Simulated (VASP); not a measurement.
# La2O3 (La2O3 (P-3m1)) (P-3m1) in VASP: single point with PBE

Aim: the single point of La2O3 (La2O3 (P-3m1)) with PBE.

Everything below comes from runs of VASP 6.6.1. Logs are shortened: lines on timing, memory, paths and dates and some standing lists are left out, and cuts for length are marked.

## (1) The cell of the first run

The structure is trigonal, space group P-3m1 (No. 164). The conventional cell has a = 3.941 Å, b = 3.941 Å, c = 6.188 Å, α = 90.00°, β = 90.00°, γ = 120.00°. La (site symmetry 3m) has 7 O at 2.37 to 2.74 Å within 3.1 Å. Within 3.1 Å of O (site symmetry 3m) lie 4 La at 2.37 to 2.46 Å and 3 O at 2.90 Å. O (site symmetry -3m) has 6 La at 2.74 Å and 6 O at 3.16 Å within 3.6 Å.

## (2) Single point, PBE

The input, INCAR:

```
SYSTEM = La2O3
PREC = Accurate ; ENCUT = 520
EDIFF = 1E-6 ; ISMEAR = 0
SIGMA = 0.01 ; LREAL = Auto
LASPH = .TRUE. ; NELM = 80
ALGO = Normal ; ISIF = 2
LWAVE = .FALSE. ; LCHARG = .FALSE.
GGA = PE ; NBANDS = 186
```

The input, KPOINTS:

```
Automatic mesh
0
G
  1 1 1
  0 0 0
```

The input, POSCAR:

```
La2O3
1.0
    7.8811453734     -0.0000000579      0.0000000000
   -3.9405726366      6.8252721332      0.0000000000
    0.0000000000      0.0000000000     12.3757188360
La O
16 24
Direct
    0.3333333334      0.1666666666      0.3763146076
    0.1666666666      0.3333333334      0.1236853924
    0.3333333334      0.1666666666      0.8763146076
    0.1666666666      0.3333333334      0.6236853924
    0.3333333334      0.6666666666      0.3763146076
    0.1666666666      0.8333333333      0.1236853924
    0.3333333334      0.6666666666      0.8763146076
    0.1666666666      0.8333333333      0.6236853924
    0.8333333333      0.1666666666      0.3763146076
    0.6666666666      0.3333333334      0.1236853924
    0.8333333333      0.1666666666      0.8763146076
    0.6666666666      0.3333333334      0.6236853924
    0.8333333333      0.6666666666      0.3763146076
    0.6666666666      0.8333333333      0.1236853924
    0.8333333333      0.6666666666      0.8763146076
    0.6666666666      0.8333333333      0.6236853924
    0.3333333334      0.1666666666      0.1773438614
    0.1666666666      0.3333333334      0.3226561386
    0.0000000000      0.0000000000      0.0000000000
    0.3333333334      0.1666666666      0.6773438614
    0.1666666666      0.3333333334      0.8226561386
    0.0000000000      0.0000000000      0.5000000000
    0.3333333334      0.6666666666      0.1773438614
    0.1666666666      0.8333333333      0.3226561386
    0.0000000000      0.5000000000      0.0000000000
    0.3333333334      0.6666666666      0.6773438614
    0.1666666666      0.8333333333      0.8226561386
    0.0000000000      0.5000000000      0.5000000000
    0.8333333333      0.1666666666      0.1773438614
    0.6666666666      0.3333333334      0.3226561386
    0.5000000000      0.0000000000      0.0000000000
    0.8333333333      0.1666666666      0.6773438614
    0.6666666666      0.3333333334      0.8226561386
    0.5000000000      0.0000000000      0.5000000000
    0.8333333333      0.6666666666      0.1773438614
    0.6666666666      0.8333333333      0.3226561386
    0.5000000000      0.5000000000      0.0000000000
    0.8333333333      0.6666666666      0.6773438614
    0.6666666666      0.8333333333      0.8226561386
    0.5000000000      0.5000000000      0.5000000000
```

Potentials or basis: VASP PAW PBE potentials, release 64 (La, O).

The run is started by

```sh
$ cat potpaw_PBE.64/La/POTCAR potpaw_PBE.64/O/POTCAR > POTCAR
$ mpirun -np 1 vasp_gam > vasp.out
```

OUTCAR:

```text
SYSTEM = La2O3
   PREC = Accurate
   ENCUT = 520
   EDIFF = 1E-6
   ISMEAR = 0
   LREAL = Auto
   LASPH = .TRUE.
   NELM = 80
   ISIF = 2
   GGA = PE

 ion  position               nearest neighbor table
   1  0.333  0.167  0.376-  30 2.37  24 2.37  18 2.37  17 2.46  34 2.74  40 2.74  22 2.74
   2  0.167  0.333  0.124-  23 2.37  29 2.37  17 2.37  18 2.46  25 2.74  19 2.74  37 2.74
   3  0.333  0.167  0.876-  33 2.37  27 2.37  21 2.37  20 2.46  31 2.74  37 2.74  19 2.74
   4  0.167  0.333  0.624-  26 2.37  32 2.37  20 2.37  21 2.46  28 2.74  22 2.74  40 2.74
   5  0.333  0.667  0.376-  18 2.37  36 2.37  24 2.37  23 2.46  40 2.74  34 2.74  28 2.74
   6  0.167  0.833  0.124-  17 2.37  35 2.37  23 2.37  24 2.46  25 2.74  19 2.74  31 2.74
[... 8 lines left out ...]
  15  0.833  0.667  0.876-  33 2.37  27 2.37  39 2.37  38 2.46  37 2.74  25 2.74  19 2.74
  16  0.667  0.833  0.624-  26 2.37  32 2.37  38 2.37  39 2.46  40 2.74  34 2.74  22 2.74
  17  0.333  0.167  0.177-  10 2.37   6 2.37   2 2.37   1 2.46
  18  0.167  0.333  0.323-   5 2.37   9 2.37   1 2.37   2 2.46
  19  0.000  0.000  0.000-   6 2.74  11 2.74   2 2.74  15 2.74  14 2.74   3 2.74
  20  0.333  0.167  0.677-  12 2.37   8 2.37   4 2.37   3 2.46
  21  0.167  0.333  0.823-   7 2.37  11 2.37   3 2.37   4 2.46
  22  0.000  0.000  0.500-   8 2.74   9 2.74   4 2.74  13 2.74   1 2.74  16 2.74
  23  0.333  0.667  0.177-   2 2.37  14 2.37   6 2.37   5 2.46
  24  0.167  0.833  0.323-   1 2.37  13 2.37   5 2.37   6 2.46
  25  0.000  0.500  0.000-   2 2.74   6 2.74  15 2.74  11 2.74   7 2.74  10 2.74
  26  0.333  0.667  0.677-   4 2.37  16 2.37   8 2.37   7 2.46
  27  0.167  0.833  0.823-   3 2.37  15 2.37   7 2.37   8 2.46
  28  0.000  0.500  0.500-   4 2.74   8 2.74  13 2.74   9 2.74  12 2.74   5 2.74
  29  0.833  0.167  0.177-  14 2.37   2 2.37  10 2.37   9 2.46
  30  0.667  0.333  0.323-  13 2.37   1 2.37   9 2.37  10 2.46
  31  0.500  0.000  0.000-   3 2.74  11 2.74  14 2.74   7 2.74  10 2.74   6 2.74
  32  0.833  0.167  0.677-  16 2.37   4 2.37  12 2.37  11 2.46
  33  0.667  0.333  0.823-  15 2.37   3 2.37  11 2.37  12 2.46
  34  0.500  0.000  0.500-   1 2.74   9 2.74  16 2.74  12 2.74   5 2.74   8 2.74
  35  0.833  0.667  0.177-  10 2.37   6 2.37  14 2.37  13 2.46
  36  0.667  0.833  0.323-   5 2.37   9 2.37  13 2.37  14 2.46
  37  0.500  0.500  0.000-   7 2.74  10 2.74  14 2.74  15 2.74   3 2.74   2 2.74
  38  0.833  0.667  0.677-  12 2.37   8 2.37  16 2.37  15 2.46
  39  0.667  0.833  0.823-   7 2.37  11 2.37  15 2.37  16 2.46
  40  0.500  0.500  0.500-   5 2.74  12 2.74  16 2.74  13 2.74   1 2.74   4 2.74

  LATTYP: Found a hexagonal cell.
 ALAT       =     7.8811453734
 C/A-ratio  =     1.5702944496

  Lattice vectors:

 A1 = (   7.8811453734,  -0.0000000579,   0.0000000000)
 A2 = (  -3.9405726366,   6.8252721332,   0.0000000000)
 A3 = (   0.0000000000,   0.0000000000,  12.3757188360)

Analysis of symmetry for initial positions (statically):
=====================================================================
 Subroutine PRICEL returns following result:

  LATTYP: Found a hexagonal cell.
 ALAT       =     3.9405726875
 C/A-ratio  =     1.5702944492

  Lattice vectors:

 A1 = (   3.9405726875,  -0.0000000290,   0.0000000000)
 A2 = (  -1.9702863183,   3.4126360666,   0.0000000000)
 A3 = (   0.0000000000,   0.0000000000,   6.1878594180)

   8 primitive cells build up your supercell.

 Routine SETGRP: Setting up the symmetry group for a
 hexagonal supercell.

 Subroutine GETGRP returns: Found 12 space group operations
 (whereof 12 operations were pure point group operations)
 out of a pool of 24 trial point group operations.

The static configuration has the point symmetry D_3d.

Analysis of symmetry for dynamics (positions and initial velocities):
=====================================================================
 Subroutine PRICEL returns following result:

  LATTYP: Found a hexagonal cell.
 ALAT       =     3.9405726875
 C/A-ratio  =     1.5702944492

  Lattice vectors:

 A1 = (   3.9405726875,  -0.0000000290,   0.0000000000)
 A2 = (  -1.9702863183,   3.4126360666,   0.0000000000)
 A3 = (   0.0000000000,   0.0000000000,   6.1878594180)

   8 primitive cells build up your supercell.

 Routine SETGRP: Setting up the symmetry group for a
 hexagonal supercell.

 Subroutine GETGRP returns: Found 12 space group operations
 (whereof 12 operations were pure point group operations)
 out of a pool of 24 trial point group operations.

The dynamic configuration has the point symmetry D_3d.

 Subroutine INISYM returns: Found 12 space group operations
 (whereof 12 operations are pure point group operations),
 and found     8 'primitive' translations

----------------------------------------------------------------------------------------

                                     Primitive cell

  volume of cell :      83.2127

  direct lattice vectors                    reciprocal lattice vectors
     3.940572687 -0.000000029  0.000000000     0.253770222  0.146514303  0.000000000
    -1.970286318  3.412636067  0.000000000     0.000000002  0.293028610  0.000000000
     0.000000000  0.000000000  6.187859418     0.000000000  0.000000000  0.161606774

  length of vectors
     3.940572687  3.940572687  6.187859418     0.293028610  0.293028610  0.161606774

  position of ions in fractional coordinates (direct lattice)
     0.666666667  0.333333333  0.752629215
     0.333333333  0.666666667  0.247370785
     0.666666667  0.333333333  0.354687723
     0.333333333  0.666666667  0.645312277
     1.000000000  1.000000000  1.000000000

  ion indices of the primitive-cell ions
   primitive index   ion index
                 1           1
                 2           4
                 3          17
                 4          18
                 5          34

----------------------------------------------------------------------------------------

 KPOINTS: Automatic mesh

Automatic generation of k-mesh.
 Grid dimensions read from file:
 generate k-points for:    1    1    1

 Generating k-lattice:

  Cartesian coordinates                     Fractional coordinates (reciprocal lattice)
     0.126885111  0.073257152  0.000000000     1.000000000 -0.000000000  0.000000000
     0.000000001  0.146514305  0.000000000    -0.000000000  1.000000000  0.000000000
     0.000000000  0.000000000  0.080803387     0.000000000  0.000000000  1.000000000

  Length of vectors
     0.146514305  0.146514305  0.080803387

  Shift w.r.t. Gamma in fractional coordinates (k-lattice)
     0.000000000  0.000000000  0.000000000

 Subroutine IBZKPT returns following result:
 ===========================================

 Found      1 irreducible k-points:

 Following reciprocal coordinates:
            Coordinates               Weight
  0.000000  0.000000  0.000000      1.000000
   k-points           NKPTS =      1   k-points in BZ     NKDIM =      1   number of bands    NBANDS=    186
   number of dos      NEDOS =    301   number of ions     NIONS =     40
   total plane-waves  NPLWV = 345600
   dimension x,y,z NGX =    60 NGY =   60 NGZ =   96
   dimension x,y,z NGXF=   120 NGYF=  120 NGZF=  192
   ions per type =              16  24
   NGX,Y,Z   is equivalent  to a cutoff of  12.66, 12.66, 12.90 a.u.
   NGXF,Y,Z  is equivalent  to a cutoff of  25.31, 25.31, 25.79 a.u.
 SYSTEM =  La2O3
   PREC   = accura    normal or accurate (medium, high low for compatibility)
   ISTART =      0    job   : 0-new  1-cont  2-samecut
   ICHARG =      2    charge: 1-file 2-atom 10-const
   ISPIN  =      1    spin polarized calculation?
   LNONCOLLINEAR =      F non collinear calculations
   LSORBIT =      F    spin-orbit coupling
   LASPH  =      T    aspherical Exc in radial PAW
   ENCUT  =  520.0 eV  38.22 Ry    6.18 a.u.  14.65 14.65 23.01*2*pi/ulx,y,z
   NELM   =     80;   NELMIN=  2; NELMDL= -5     # of ELM steps
   EDIFF  = 0.1E-05   stopping-criterion for ELM
   LREAL  =      T    real-space projection
   EDIFFG = 0.1E-04   stopping-criterion for IOM
   NSW    =      0    number of steps for IOM
   IBRION =     -1    ionic relax: 0-MD 1-quasi-New 2-CG
   NFREE  =      0    steps in history (QN), initial steepest desc. (CG)
   ISIF   =      2    stress and relaxation
   ISYM   =      2    0-nonsym 1-usesym 2-fastsym
   POTIM  = 0.5000    time-step for ionic-motion
   TEBEG  =    0.0;   TEEND  =   0.0 temperature during run
   PSTRESS=    0.0 pullay stress
   NELECT =     320.0000    total number of electrons
   NUPDOWN=      -1.0000    fix difference up-down
   EMIN   =  10.00;   EMAX   =-10.00  energy-range for DOS
   EFERMI =   0.00;   METHOD = LEGACY
   ISMEAR =     0;   SIGMA  =   0.01  broadening in eV -4-tet -1-fermi 0-gaus
   EFERMI_NEDOS =   21; number of points for ismear=-14 and -15
   IALGO  =     38    algorithm
   IMIX   =      4    mixing-type and parameters
     AMIX     =   0.40;   BMIX     =  1.00
     AMIX_MAG =   1.60;   BMIX_MAG =  1.00
  volume/ion in A,a.u.               =      16.64       112.31
  Fermi-wavevector in a.u.,A,eV,Ry     =   1.282424  2.423430 22.376289  1.644611
  Thomas-Fermi vector in A             =   2.414736
   LORBIT       =      0    0 simple, 1 ext, 2 COOP (PROOUT), +10 PAW based schemes
   GGA     = PE    functional components
   LHFCALC =     F    Hartree Fock is set to
   AEXX    =    0.0000 exact exchange contribution
   IVDW    =     0    specifies the selected vdW correction
   LEPSILON=     F    determine dielectric tensor
   LRPA    =     F    only Hartree local field effects (RPA)
 non-spin polarized calculation
 Gauss-broadening in eV      SIGMA  =   0.01
  energy-cutoff  :      520.00
  volume of cell :      665.70
 maximum number of plane-waves:      8979
 NGX is ok and might be reduce to    60
   NGX = 29   NGY = 29   NGZ = 47

 number of electron     319.9999903 magnetization

 Free energy of the ion-electron system (eV)
  ---------------------------------------------------
  ext. energy  EPLUGINS =         0.00000000
  ---------------------------------------------------
  free energy    TOTEN  =      -332.81935416 eV

  energy without entropy =     -332.81935416  energy(sigma->0) =     -332.81935416

 E-fermi :   5.9381     XC(G=0): -10.3731

 val. band max:        5.8415423359   @ k =   0.0000   0.0000   0.0000
 cond. band min:       9.6677722906   @ k =   0.0000   0.0000   0.0000
 fundamental gap:      3.8262299547
 Fermi energy:         5.9380979199

 k-point     1 :       0.0000    0.0000    0.0000
  band No.  band energies     occupation
      1     -24.0502      2.00000
      2     -23.9580      2.00000
      3     -23.9280      2.00000
      4     -23.8510      2.00000
      5     -23.8510      2.00000
      6     -23.8510      2.00000
[... 164 lines left out ...]
    171      10.4269      0.00000
    172      10.4269      0.00000
 [bands above 172 left out]

------------------------ aborting loop because EDIFF is reached ----------------------------------------

  FORCE on cell =-STRESS in cart. coord.  units (eV):
  Direction    XX          YY          ZZ          XY          YZ          ZX
  --------------------------------------------------------------------------------------
  -------------------------------------------------------------------------------------
  Total        4.1604341      4.1604341      0.8551633     -0.0000000      0.0000000      0.0000000
  in kB       10.0131215     10.0131215      2.0581636     -0.0000000      0.0000000      0.0000000
  external PRESSURE =       7.3614689 kB  Pullay stress =       0.0000000 kB

 VOLUME and BASIS-vectors are now :
 -----------------------------------------------------------------------------
  energy-cutoff  :      520.00
  volume of cell :      665.70
      direct lattice vectors                 reciprocal lattice vectors
     7.881145373 -0.000000058  0.000000000     0.126885111  0.073257152  0.000000000
    -3.940572637  6.825272133  0.000000000     0.000000001  0.146514305  0.000000000
     0.000000000  0.000000000 12.375718836     0.000000000  0.000000000  0.080803387

 POSITION                                       TOTAL-FORCE (eV/Angst)
 -----------------------------------------------------------------------------------
      1.97029      1.13755      4.65716        -0.000000      0.000000      0.015961
      0.00000      2.27509      1.53070        -0.000000      0.000000     -0.015961
      1.97029      1.13755     10.84502         0.000000     -0.000000      0.015961
      0.00000      2.27509      7.71856        -0.000000      0.000000     -0.015961
      0.00000      4.55018      4.65716         0.000000     -0.000000      0.015961
     -1.97029      5.68773      1.53070        -0.000000     -0.000000     -0.015961
[... 32 lines left out ...]
      1.97029      5.68773     10.18096        -0.000000      0.000000     -0.152176
      1.97029      3.41264      6.18786         0.000000     -0.000000     -0.000000
 -----------------------------------------------------------------------------------
    total drift:                                0.000004      0.000006     -0.000000

  FREE ENERGIE OF THE ION-ELECTRON SYSTEM (eV)
  ---------------------------------------------------
  free  energy   TOTEN  =      -332.8193541562 eV

  energy  without entropy=     -332.8193541562  energy(sigma->0) =     -332.81935416
```

It took 5.1 min on 1 thread of Intel Xeon 6975P-C (Granite Rapids), shared host; peak memory 0.7 GiB.

What came out:

* Free energy: -332.8194 eV
* Pressure: 0.7 GPa
* Largest force: 0.152 eV/Å
* Band gap on the k mesh: 3.83 eV

Forces on the atoms (eV/Å):
```
La   0.000  0.000  0.016
La   0.000  0.000 -0.016
La   0.000  0.000  0.016
La   0.000  0.000 -0.016
La   0.000  0.000  0.016
La   0.000  0.000 -0.016
La   0.000  0.000  0.016
La   0.000  0.000 -0.016
La   0.000  0.000  0.016
La   0.000  0.000 -0.016
La   0.000  0.000  0.016
La   0.000  0.000 -0.016
La   0.000  0.000  0.016
La   0.000  0.000 -0.016
La   0.000  0.000  0.016
La   0.000  0.000 -0.016
O    0.000  0.000  0.152
O    0.000  0.000 -0.152
O    0.000  0.000  0.000
O    0.000  0.000  0.152
O    0.000  0.000 -0.152
O    0.000  0.000  0.000
O    0.000  0.000  0.152
O    0.000  0.000 -0.152
O    0.000  0.000  0.000
O    0.000  0.000  0.152
O    0.000  0.000 -0.152
O    0.000  0.000  0.000
O    0.000  0.000  0.152
O    0.000  0.000 -0.152
O    0.000  0.000  0.000
O    0.000  0.000  0.152
O    0.000  0.000 -0.152
O    0.000  0.000  0.000
O    0.000  0.000  0.152
O    0.000  0.000 -0.152
O    0.000  0.000  0.000
O    0.000  0.000  0.152
O    0.000  0.000 -0.152
O    0.000  0.000  0.000
```

Caveat: the k points lie up to 0.92 Å⁻¹ apart; spin-orbit coupling is left out, which moves the levels of the heavy elements. A k mesh can miss the band edges.
